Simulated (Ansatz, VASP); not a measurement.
**Two plane-wave programs on BN**

Contents of INCAR:

```
  PREC = Accurate
  ENCUT = 520
  EDIFF = 1E-7
  ISMEAR = 0
  SIGMA = 0.05
  LREAL = False
  LASPH = True
  NELM = 80
  ALGO = Normal
  ISIF = 2
  LWAVE = False
  LCHARG = False
  GGA = PE
  NBANDS = 36
```

File KPOINTS:

```
Automatic mesh
0
Gamma
  10 10 2
```

Contents of POSCAR:

```
BN
1.0
   -2.5545800960      0.0000000000      0.0000000000
   -1.2772900480     -2.2123312592      0.0000000000
    0.0000000000      0.0000000000     18.6735436055
B N
6 6
Direct
    0.6666666667      0.6666666667      0.1555004696
    0.6666666667      0.6666666667      0.3817304034
    0.6666666667      0.6666666667      0.6079603373
    0.3333333333      0.3333333333      0.0423855026
    0.3333333333      0.3333333333      0.2686154365
    0.3333333333      0.3333333333      0.4948453704
    0.6666666667      0.6666666667      0.0707520873
    0.6666666667      0.6666666667      0.2969820212
    0.6666666667      0.6666666667      0.5232119551
    0.3333333333      0.3333333333      0.6363269220
    0.3333333333      0.3333333333      0.1838670543
    0.3333333333      0.3333333333      0.4100969881
```

Input for Ansatz:

```yaml
crystal:
  lattice:
    - [-2.554580096, 0.0, 0.0]
    - [-1.277290048, -2.2123312592, 0.0]
    - [0.0, 0.0, 18.6735436055]
  atoms:
    - { symbol: B, position: [0.6666666667, 0.6666666667, 0.1555004696] }
    - { symbol: B, position: [0.6666666667, 0.6666666667, 0.3817304034] }
    - { symbol: B, position: [0.6666666667, 0.6666666667, 0.6079603373] }
    - { symbol: B, position: [0.3333333333, 0.3333333333, 0.0423855026] }
    - { symbol: B, position: [0.3333333333, 0.3333333333, 0.2686154365] }
    - { symbol: B, position: [0.3333333333, 0.3333333333, 0.4948453704] }
    - { symbol: "N", position: [0.6666666667, 0.6666666667, 0.0707520873] }
    - { symbol: "N", position: [0.6666666667, 0.6666666667, 0.2969820212] }
    - { symbol: "N", position: [0.6666666667, 0.6666666667, 0.5232119551] }
    - { symbol: "N", position: [0.3333333333, 0.3333333333, 0.636326922] }
    - { symbol: "N", position: [0.3333333333, 0.3333333333, 0.1838670543] }
    - { symbol: "N", position: [0.3333333333, 0.3333333333, 0.4100969881] }
basis:
  ecutwfc: 420
kpoints:
  mp_grid: { grid: [10, 10, 2] }
hamiltonian:
  xc: pbe
scf:
  occupations: { method: gaussian, width: 0.05 }
output:
  forces: true
  stress: true
  eigenvalues: true
```

Alike in both runs: task single point; functional PBE; k mesh 10 × 10 × 2; occupations gaussian, width 0.05 eV; no spin polarisation.

```csv
,VASP,Ansatz
version,VASP 6.6.1,Ansatz 0.2.0
potentials or method,"VASP PAW PBE potentials, release 64 (B, N), cutoff 520 eV","scalar-relativistic, plane waves, PAW"
valence electrons in the cell,48,48
```

```csv
,VASP,Ansatz,Ansatz less VASP
gap on the k mesh at the Fermi level (eV),none,none,-
rms of the force components (eV/Å),0.738,0.739,+0.0010
```

Atom by atom the forces differ by 0.004 eV/Å (rms over components). A gap of «none» marks a metal or a gap that the smearing closes. With one functional, cell and mesh, what is left measures potentials, basis and numerics.
